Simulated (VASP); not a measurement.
# SnO (P4/nmm) in VASP: settings compared

SnO is run at these levels: PBEsol+D4, RPBE+D4, revPBE+D4, PBEsol+D3(BJ); tasks: single point, relaxation of cell and atoms.

All numbers are computed with VASP 6.6.1; they aren't measurements. Logs are shortened: lines on timing, memory, paths and dates and some standing lists are left out, and cuts for length are marked.

## (1) The cell of the first run

Symmetry: P4/nmm, No. 129, tetragonal system. The conventional cell has a = 3.782 Å, b = 3.782 Å, c = 4.613 Å, α = 90.00°, β = 90.00°, γ = 90.00°. Sn (site symmetry 4mm) has 4 O at 2.22 Å within 2.9 Å. O (site symmetry -4m2) has 4 Sn at 2.22 Å and 4 O at 2.67 Å within 2.9 Å.

## (2) Single point, PBEsol+D4

INCAR

```
PREC = Accurate ; ENCUT = 520
EDIFF = 1E-6 ; ISMEAR = -1
SIGMA = 0.05 ; LREAL = False
LASPH = True ; NELM = 80
ALGO = Normal ; ISIF = 2
LWAVE = False ; LCHARG = True
GGA = PS ; IVDW = 13
LELF = True ; LVHAR = True
NBANDS = 28
```

KPOINTS

```
regular mesh
0
Gamma
  7 7 6
```

POSCAR

```
SnO
1.0
    3.7815738061      0.0000000000      0.0000000000
    0.0000000000      3.7815738061      0.0000000000
    0.0000000000      0.0000000000      4.6130159479
Sn O
2 2
Direct
    0.5000000000      0.0000000000      0.7496724134
    0.0000000000      0.5000000000      0.2503275866
    0.0000000000      0.0000000000      0.0000000000
    0.5000000000      0.5000000000      0.0000000000
```

Potentials or basis: VASP PAW PBE potentials, release 64 (Sn_d, O).

Run with:

```console
$ cat potpaw_PBE.64/Sn_d/POTCAR potpaw_PBE.64/O/POTCAR > POTCAR
$ mpirun -np 1 vasp_std > vasp.out
```

OUTCAR:

```text
PREC = Accurate
   ENCUT = 520
   EDIFF = 1E-6
   ISMEAR = -1
   LREAL = False
   LASPH = True
   NELM = 80
   ISIF = 2
   GGA = PS
   IVDW = 13

 ion  position               nearest neighbor table
   1  0.500  0.000  0.750-   3 2.22   4 2.22   4 2.22   3 2.22   2 3.53   2 3.53   2 3.53   2 3.53
                             2 3.53   2 3.53   2 3.53   2 3.53
   2  0.000  0.500  0.250-   3 2.22   4 2.22   3 2.22   4 2.22   1 3.53   1 3.53   1 3.53   1 3.53
                             1 3.53   1 3.53   1 3.53   1 3.53
   3  0.000  0.000  0.000-   1 2.22   2 2.22   2 2.22   1 2.22
   4  0.500  0.500  0.000-   1 2.22   2 2.22   1 2.22   2 2.22

  LATTYP: Found a simple tetragonal cell.
 ALAT       =     3.7815738061
 C/A-ratio  =     1.2198666969

  Lattice vectors:

 A1 = (   3.7815738061,   0.0000000000,   0.0000000000)
 A2 = (   0.0000000000,   3.7815738061,   0.0000000000)
 A3 = (   0.0000000000,   0.0000000000,   4.6130159479)

Analysis of symmetry for initial positions (statically):
=====================================================================
 Subroutine PRICEL returns:
 Original cell was already a primitive cell.

 Routine SETGRP: Setting up the symmetry group for a
 simple tetragonal supercell.

 Subroutine GETGRP returns: Found 16 space group operations
 (whereof  8 operations were pure point group operations)
 out of a pool of 16 trial point group operations.

The static configuration has the point symmetry D_2d.
 The point group associated with its full space group is D_4h.

Analysis of symmetry for dynamics (positions and initial velocities):
=====================================================================
 Subroutine PRICEL returns:
 Original cell was already a primitive cell.

 Routine SETGRP: Setting up the symmetry group for a
 simple tetragonal supercell.

 Subroutine GETGRP returns: Found 16 space group operations
 (whereof  8 operations were pure point group operations)
 out of a pool of 16 trial point group operations.

The dynamic configuration has the point symmetry D_2d.
 The point group associated with its full space group is D_4h.

 Subroutine INISYM returns: Found 16 space group operations
 (whereof  8 operations are pure point group operations),
 and found     1 'primitive' translations

----------------------------------------------------------------------------------------

                                     Primitive cell

  volume of cell :      65.9675

  direct lattice vectors                    reciprocal lattice vectors
     3.781573806  0.000000000  0.000000000     0.264440165  0.000000000  0.000000000
     0.000000000  3.781573806  0.000000000     0.000000000  0.264440165  0.000000000
     0.000000000  0.000000000  4.613015948     0.000000000  0.000000000  0.216777920

  length of vectors
     3.781573806  3.781573806  4.613015948     0.264440165  0.264440165  0.216777920

  position of ions in fractional coordinates (direct lattice)
     0.500000000  0.000000000  0.749672413
     0.000000000  0.500000000  0.250327587
     0.000000000  0.000000000  0.000000000
     0.500000000  0.500000000  0.000000000

  ion indices of the primitive-cell ions
   primitive index   ion index
                 1           1
                 2           2
                 3           3
                 4           4

----------------------------------------------------------------------------------------

 KPOINTS: regular mesh

Automatic generation of k-mesh.
 Grid dimensions read from file:
 generate k-points for:    7    7    6

 Generating k-lattice:

  Cartesian coordinates                     Fractional coordinates (reciprocal lattice)
     0.037777166  0.000000000  0.000000000     0.142857143  0.000000000  0.000000000
     0.000000000  0.037777166  0.000000000     0.000000000  0.142857143  0.000000000
     0.000000000  0.000000000  0.036129653     0.000000000  0.000000000  0.166666667

  Length of vectors
     0.037777166  0.037777166  0.036129653

  Shift w.r.t. Gamma in fractional coordinates (k-lattice)
     0.000000000  0.000000000  0.000000000

 Subroutine IBZKPT returns following result:
 ===========================================

 Found     40 irreducible k-points:

 Following reciprocal coordinates:
            Coordinates               Weight
  0.000000  0.000000  0.000000      1.000000
  0.142857  0.000000  0.000000      4.000000
  0.285714  0.000000  0.000000      4.000000
  0.428571  0.000000  0.000000      4.000000
  0.142857  0.142857  0.000000      4.000000
  0.285714  0.142857  0.000000      8.000000
[... 16 lines left out ...]
  0.285714  0.000000  0.333333      8.000000
  0.428571  0.000000  0.333333      8.000000
 [... further k-points ...]
   k-points           NKPTS =     40   k-points in BZ     NKDIM =     40   number of bands    NBANDS=     28
   number of dos      NEDOS =    301   number of ions     NIONS =      4
   total plane-waves  NPLWV =  28224
   dimension x,y,z NGX =    28 NGY =   28 NGZ =   36
   dimension x,y,z NGXF=    56 NGYF=   56 NGZF=   72
   ions per type =               2   2
   NGX,Y,Z   is equivalent  to a cutoff of  12.31, 12.31, 12.97 a.u.
   NGXF,Y,Z  is equivalent  to a cutoff of  24.62, 24.62, 25.95 a.u.
 SYSTEM =  unknown system
   PREC   = accura    normal or accurate (medium, high low for compatibility)
   ISTART =      0    job   : 0-new  1-cont  2-samecut
   ICHARG =      2    charge: 1-file 2-atom 10-const
   ISPIN  =      1    spin polarized calculation?
   LNONCOLLINEAR =      F non collinear calculations
   LSORBIT =      F    spin-orbit coupling
   LASPH  =      T    aspherical Exc in radial PAW
   ENCUT  =  520.0 eV  38.22 Ry    6.18 a.u.   7.03  7.03  8.58*2*pi/ulx,y,z
   NELM   =     80;   NELMIN=  2; NELMDL= -5     # of ELM steps
   EDIFF  = 0.1E-05   stopping-criterion for ELM
   LREAL  =      F    real-space projection
   EDIFFG = 0.1E-04   stopping-criterion for IOM
   NSW    =      0    number of steps for IOM
   IBRION =     -1    ionic relax: 0-MD 1-quasi-New 2-CG
   NFREE  =      0    steps in history (QN), initial steepest desc. (CG)
   ISIF   =      2    stress and relaxation
   ISYM   =      2    0-nonsym 1-usesym 2-fastsym
   POTIM  = 0.5000    time-step for ionic-motion
   TEBEG  =    0.0;   TEEND  =   0.0 temperature during run
   PSTRESS=    0.0 pullay stress
   NELECT =      40.0000    total number of electrons
   NUPDOWN=      -1.0000    fix difference up-down
   EMIN   =  10.00;   EMAX   =-10.00  energy-range for DOS
   EFERMI =   0.00;   METHOD = LEGACY
   ISMEAR =    -1;   SIGMA  =   0.05  broadening in eV -4-tet -1-fermi 0-gaus
   EFERMI_NEDOS =   21; number of points for ismear=-14 and -15
   IALGO  =     38    algorithm
   IMIX   =      4    mixing-type and parameters
     AMIX     =   0.40;   BMIX     =  1.00
     AMIX_MAG =   1.60;   BMIX_MAG =  1.00
  volume/ion in A,a.u.               =      16.49       111.29
  Fermi-wavevector in a.u.,A,eV,Ry     =   1.385643  2.618486 26.123287  1.920007
  Thomas-Fermi vector in A             =   2.510034
   LORBIT       =      0    0 simple, 1 ext, 2 COOP (PROOUT), +10 PAW based schemes
   GGA     = PS    functional components
   LHFCALC =     F    Hartree Fock is set to
   AEXX    =    0.0000 exact exchange contribution
   IVDW    =    13    specifies the selected vdW correction
   LEPSILON=     F    determine dielectric tensor
   LRPA    =     F    only Hartree local field effects (RPA)
 non-spin polarized calculation
  energy-cutoff  :      520.00
  volume of cell :       65.97
 maximum number of plane-waves:      1796
   NGX = 15   NGY = 15   NGZ = 17

 number of electron      40.0000009 magnetization

 Free energy of the ion-electron system (eV)
  ---------------------------------------------------
  ext. energy  EPLUGINS =         0.00000000
  ---------------------------------------------------
  free energy    TOTEN  =       -24.20088334 eV

  energy without entropy =      -24.19785111  energy(sigma->0) =      -24.19936723

 E-fermi :   7.7444     XC(G=0): -10.8381

 val. band max:        7.7285822692   @ k =   0.1429   0.0000   0.0000
 cond. band min:       7.7572234583   @ k =   0.0000   0.0000   0.0000
 fundamental gap:      0.0286411891
 Fermi energy:         7.7444269125

 k-point     1 :       0.0000    0.0000    0.0000
  band No.  band energies     occupation
      1     -14.2751      2.00000
      2     -13.8158      2.00000
      3     -13.8158      2.00000
      4     -13.7936      2.00000
      5     -13.7593      2.00000
      6     -13.7563      2.00000
[... 20 lines left out ...]
     27      14.3014      0.00000
     28      14.5679      0.00000

 k-point     2 :       0.1429    0.0000    0.0000
  band No.  band energies     occupation
      1     -14.2630      2.00000
      2     -13.8117      2.00000
      3     -13.8082      2.00000
      4     -13.8016      2.00000
      5     -13.7591      2.00000
      6     -13.7565      2.00000
[... 20 lines left out ...]
     27      14.4761      0.00000
     28      16.1119      0.00000

 k-point     3 :       0.2857    0.0000    0.0000
  band No.  band energies     occupation
      1     -14.2299      2.00000
      2     -13.9473      2.00000
      3     -13.7984      2.00000
      4     -13.7878      2.00000
      5     -13.7618      2.00000
      6     -13.7556      2.00000
[... 20 lines left out ...]
     27      14.8321      0.00000
     28      18.2360      0.00000

 k-point     4 :       0.4286    0.0000    0.0000
  band No.  band energies     occupation
      1     -14.1745      2.00000
      2     -14.0835      2.00000
      3     -13.7791      2.00000
      4     -13.7632      2.00000
      5     -13.7621      2.00000
      6     -13.7525      2.00000
[... 578 lines left out ...]
     27      15.8403      0.00000
     28      16.4268      0.00000

 k-point    23 :       0.2857    0.0000    0.3333
  band No.  band energies     occupation
      1     -14.2257      2.00000
      2     -13.9886      2.00000
      3     -13.8046      2.00000
      4     -13.7698      2.00000
      5     -13.7672      2.00000
      6     -13.7658      2.00000
[... 20 lines left out ...]
     27      16.1605      0.00000
     28      18.0083      0.00000

 k-point    24 :       0.4286    0.0000    0.3333
  band No.  band energies     occupation
      1     -14.1882      2.00000
      2     -14.1134      2.00000
      3     -13.8059      2.00000
      4     -13.7929      2.00000
      5     -13.7598      2.00000
      6     -13.7569      2.00000
[... 20 lines left out ...]
     27      16.5557      0.00000
     28      17.2764      0.00000

 [... further k-points ...]

------------------------ aborting loop because EDIFF is reached ----------------------------------------

  DFT-D4 for vdW energy calculation

  Edisp (eV):   -0.66365

  FORCE on cell =-STRESS in cart. coord.  units (eV):
  Direction    XX          YY          ZZ          XY          YZ          ZX
  --------------------------------------------------------------------------------------
  -------------------------------------------------------------------------------------
  Total       0.09617     0.09617     0.09243     0.00000     0.00000     0.00000
  in kB       2.33583     2.33583     2.24499     0.00000     0.00000     0.00000
  external pressure =        2.31 kB  Pullay stress =        0.00 kB

 VOLUME and BASIS-vectors are now :
 -----------------------------------------------------------------------------
  energy-cutoff  :      520.00
  volume of cell :       65.97
      direct lattice vectors                 reciprocal lattice vectors
     3.781573806  0.000000000  0.000000000     0.264440165  0.000000000  0.000000000
     0.000000000  3.781573806  0.000000000     0.000000000  0.264440165  0.000000000
     0.000000000  0.000000000  4.613015948     0.000000000  0.000000000  0.216777920

 POSITION                                       TOTAL-FORCE (eV/Angst)
 -----------------------------------------------------------------------------------
      1.89079      0.00000      3.45825         0.000000      0.000000     -0.087803
      0.00000      1.89079      1.15477        -0.000000      0.000000      0.087803
      0.00000      0.00000      0.00000         0.000000      0.000000      0.000000
      1.89079      1.89079      0.00000        -0.000000     -0.000000      0.000000
 -----------------------------------------------------------------------------------
    total drift:                                0.000000      0.000000      0.000000

  FREE ENERGIE OF THE ION-ELECTRON SYSTEM (eV)
  ---------------------------------------------------
  free  energy   TOTEN  =       -24.8645302236 eV

  energy  without entropy=      -24.8614979925  energy(sigma->0) =      -24.86301411
```

It took 1.9 min on 1 thread of Intel Xeon 8259CL, shared host; peak memory 0.21 GiB.

Results:

| Quantity | Value |
| --- | --- |
| Free energy | -24.8645 eV |
| Pressure | 0.2 GPa |
| Largest force | 0.088 eV/Å |
| Band gap on the k mesh | zero (bands 20 and 21 overlap by 0.10 eV) |
| Dispersion energy per atom | -0.166 eV |

Forces on the atoms (eV/Å):
```
Sn   0.000  0.000 -0.088
Sn   0.000  0.000  0.088
O    0.000  0.000  0.000
O    0.000  0.000  0.000
```

Caveat: semilocal functionals underestimate gaps, and a narrow one can read as zero; the PAW data sets were made with another functional, which shifts forces and pressure a little; spin-orbit coupling is left out, which moves the levels of the heavy elements.

## (3) Single point, RPBE+D4

This run uses another cell than the first one, of 17.25 Å³/atom.

INCAR

```
SYSTEM = SnO
PREC     = Accurate       ! precision mode
ENCUT    = 520            ! plane-wave cutoff, eV
EDIFF    = 1E-6           ! SCF threshold, eV
ISMEAR   = -1             ! smearing method
SIGMA    = 0.05           ! smearing width, eV
LREAL    = .False.        ! projectors in reciprocal space
LASPH    = .True.         ! aspherical terms in the spheres
NELM     = 80             ! most SCF steps
ALGO     = Normal         ! electronic algorithm
ISIF     = 2              ! what is computed and relaxed
LWAVE    = .False.        ! write WAVECAR
LCHARG   = .True.         ! write CHGCAR
GGA      = RP             ! functional
IVDW     = 13             ! dispersion correction
LELF     = .True.         ! ELF
LVHAR    = .True.       
NBANDS   = 28             ! bands
```

KPOINTS

```
Automatic mesh
0
Gamma
  7 7 6
  0 0 0
```

POSCAR

```
SnO
1.0
    3.8425685360      0.0000000000      0.0000000000
    0.0000000000      3.8425685360      0.0000000000
    0.0000000000      0.0000000000      4.6723675308
Sn O
2 2
Direct
    0.5000000000      0.0000000000      0.7510816458
    0.0000000000      0.5000000000      0.2489183542
    0.0000000000      0.0000000000      0.0000000000
    0.5000000000      0.5000000000      0.0000000000
```

Potentials or basis: VASP PAW PBE potentials, release 64 (Sn_d, O).

Run with:

```console
$ cat potpaw_PBE.64/Sn_d/POTCAR potpaw_PBE.64/O/POTCAR > POTCAR
$ mpirun -np 1 vasp_std > vasp.out
```

OUTCAR:

```text
SYSTEM = SnO
   PREC = Accurate
   ENCUT = 520
   EDIFF = 1E-6
   ISMEAR = -1
   LREAL = .False.
   LASPH = .True.
   NELM = 80
   ISIF = 2
   GGA = RP
   IVDW = 13

 ion  position               nearest neighbor table
   1  0.500  0.000  0.751-   3 2.25   4 2.25   4 2.25   3 2.25   2 3.58   2 3.58   2 3.58   2 3.58
                             2 3.59   2 3.59   2 3.59   2 3.59
   2  0.000  0.500  0.249-   3 2.25   4 2.25   3 2.25   4 2.25   1 3.58   1 3.58   1 3.58   1 3.58
                             1 3.59   1 3.59   1 3.59   1 3.59
   3  0.000  0.000  0.000-   1 2.25   2 2.25   2 2.25   1 2.25
   4  0.500  0.500  0.000-   1 2.25   2 2.25   1 2.25   2 2.25

[... 952 lines left out ...]
  -------------------------------------------------------------------------------------
  Total       0.08379     0.08379     0.08891     0.00000     0.00000     0.00000
  in kB       1.94593     1.94593     2.06489     0.00000     0.00000     0.00000
  external pressure =        1.99 kB  Pullay stress =        0.00 kB

 VOLUME and BASIS-vectors are now :
 -----------------------------------------------------------------------------
  energy-cutoff  :      520.00
  volume of cell :       68.99
      direct lattice vectors                 reciprocal lattice vectors
     3.842568536  0.000000000  0.000000000     0.260242593  0.000000000  0.000000000
     0.000000000  3.842568536  0.000000000     0.000000000  0.260242593  0.000000000
     0.000000000  0.000000000  4.672367531     0.000000000  0.000000000  0.214024259

 POSITION                                       TOTAL-FORCE (eV/Angst)
 -----------------------------------------------------------------------------------
      1.92128      0.00000      3.50933        -0.000000     -0.000000     -0.076493
      0.00000      1.92128      1.16304         0.000000      0.000000      0.076493
      0.00000      0.00000      0.00000         0.000000     -0.000000      0.000000
      1.92128      1.92128      0.00000        -0.000000      0.000000      0.000000
 -----------------------------------------------------------------------------------
    total drift:                                0.000000      0.000000     -0.000000

  FREE ENERGIE OF THE ION-ELECTRON SYSTEM (eV)
  ---------------------------------------------------
  free  energy   TOTEN  =       -23.3508354702 eV

  energy  without entropy=      -23.3490672898  energy(sigma->0) =      -23.34995138
```

OSZICAR:

```text
N       E                     dE             d eps       ncg     rms          rms(c)
DAV:   1     0.417693896242E+03    0.41769E+03   -0.19904E+04  2296   0.220E+03
DAV:   2     0.363300075650E+02   -0.38136E+03   -0.36618E+03  2352   0.543E+02
DAV:   3    -0.219605982450E+02   -0.58291E+02   -0.57156E+02  2500   0.178E+02
DAV:   4    -0.247256426122E+02   -0.27650E+01   -0.27505E+01  2580   0.412E+01
DAV:   5    -0.247904758249E+02   -0.64833E-01   -0.64825E-01  2440   0.687E+00    0.117E+01
DAV:   6    -0.211146855815E+02    0.36758E+01   -0.16656E+01  3588   0.449E+01    0.499E+00
DAV:   7    -0.211213120713E+02   -0.66265E-02   -0.20619E+00  2608   0.857E+00    0.251E+00
DAV:   8    -0.211227618646E+02   -0.14498E-02   -0.27097E-01  2704   0.356E+00    0.826E-01
DAV:   9    -0.211192414800E+02    0.35204E-02   -0.47949E-02  3560   0.217E+00    0.251E-01
DAV:  10    -0.211209971114E+02   -0.17556E-02   -0.82430E-03  2868   0.788E-01    0.144E-01
DAV:  11    -0.211206681270E+02    0.32898E-03   -0.21083E-03  3396   0.405E-01    0.222E-02
DAV:  12    -0.211207217876E+02   -0.53661E-04   -0.31456E-04  2304   0.997E-02    0.364E-02
DAV:  13    -0.211207152102E+02    0.65774E-05   -0.33753E-05  2644   0.511E-02    0.861E-03
DAV:  14    -0.211207141054E+02    0.11048E-05   -0.92992E-06  3056   0.195E-02    0.363E-03
DAV:  15    -0.211207142807E+02   -0.17529E-06   -0.29673E-07  1252   0.398E-03
   1 F= -.23350835E+02 E0= -.23349951E+02  d E =-.176818E-02
```

stdout:

```text
POSCAR found type information on POSCAR SnO
 POSCAR found :  2 types and       4 ions
 scaLAPACK will be used
 -----------------------------------------------------------------------------
|                                                                             |
|                                                                             |
|     You enforced a specific xc type in the INCAR file but a different       |
|     I HOPE YOU KNOW WHAT YOU ARE DOING!                                     |
|                                                                             |
 -----------------------------------------------------------------------------

 LDA part: xc-table for (Slater+PW92), standard interpolation
 POSCAR, INCAR and KPOINTS ok, starting setup
 FFT: planning ... GRIDC
 FFT: planning ... GRID_SOFT
 FFT: planning ... GRID
 WAVECAR not read
 entering main loop
```

It took 2.3 min on 1 thread of Intel Xeon 8259CL, shared host; peak memory 0.21 GiB.

Results:

```yaml
Free_energy: -23.3508 eV
Pressure: 0.2 GPa
Largest_force: 0.076 eV/Å
Band_gap_on_the_k_mesh: 0.11 eV (least direct gap 1.86 eV)
Dispersion_energy_per_atom: -0.558 eV
```

Forces on the atoms (eV/Å):
```
Sn   0.000  0.000 -0.076
Sn   0.000  0.000  0.076
O    0.000  0.000  0.000
O    0.000  0.000  0.000
```

Caveat: semilocal functionals underestimate gaps, and a narrow one can read as zero; the PAW data sets were made with another functional, which shifts forces and pressure a little; spin-orbit coupling is left out, which moves the levels of the heavy elements.

(Continued in part 2 of 2.)

The gap in the log of VASP goes by the Fermi energy; the results here count the filled bands.